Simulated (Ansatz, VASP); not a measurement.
# B in VASP and in Ansatz

```
CELL_PARAMETERS angstrom
0.00000 1.48553 1.48553
1.48553 0.00000 1.48553
1.48553 1.48553 0.00000
ATOMIC_POSITIONS crystal
B 0.00000 0.00000 0.00000
```

Alike in both runs: task single point; functional BLYP; k mesh 21 × 21 × 21; occupations fermi-dirac, width 0.1 eV; no spin polarisation.

|  | VASP | Ansatz |
| --- | --- | --- |
| version | VASP 6.6.1 | Ansatz 0.2.0 |
| potentials or method | VASP PAW PBE potentials, release 64 (B), cutoff 520 eV | plane waves (420 eV) with PAW, scalar-relativistic |
| valence electrons in the cell | 3 | 3 |

Ansatz gave:

- pressure (GPa): -15.7

Estimate VASP's values.

pressure (GPa): -15.6.

VASP's potentials were made for PBE, not for BLYP. With one functional, cell and mesh, what is left measures potentials, basis and numerics.
